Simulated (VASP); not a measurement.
A run of VASP 6.6.1 is set up as follows.

The input INCAR:

```
PREC = Accurate ; ENCUT = 600
EDIFF = 1E-6 ; ISMEAR = 0
SIGMA = 0.1 ; LREAL = F
LASPH = T ; NELM = 200
ALGO = Normal ; ISIF = 2
LWAVE = F ; LCHARG = T
ISPIN = 2 ; MAGMOM = 0.3 0
LORBIT = 11 ; LMAXMIX = 4
GGA = PE ; LELF = T
LVHAR = T ; NBANDS = 20
GGA_COMPAT = F
```

File KPOINTS:

```
regular mesh
0
Gamma
  2 2 2
```

Contents of POSCAR:

```
VN
1.0
    0.0000000000      2.0624650000      2.0624650000
    2.0624650000      0.0000000000      2.0624650000
    2.0624650000      2.0624650000      0.0000000000
V N
1 1
Direct
    0.0000000000      0.0000000000      0.0000000000
    0.5121214178      0.4878785822      0.5121214178
```

Potentials or basis: VASP PAW PBE potentials, release 64 (V_sv, N).

Launch:

```console
$ cat potpaw_PBE.64/V_sv/POTCAR potpaw_PBE.64/N/POTCAR > POTCAR
$ mpirun -np 1 vasp_std > vasp.out
```

Task: Estimate the band gap on the k mesh.

Result: Zero (filled and empty bands overlap).

Task: What does it give for the net moment?

Result: 0.00 μB per cell.

Stress tensor (GPa, compression positive):
```
-0.26  0.00  0.00
 0.00  0.49  0.00
 0.00  0.00 -0.26
```

Caveat: the k points lie up to 1.32 Å⁻¹ apart; forces of over 1 eV/Å act on the atoms, so gaps and moduli don't describe the material at rest. With open d or f shells a metallic result of PBE can be an artefact of self-interaction; +U or a hybrid may open a gap.
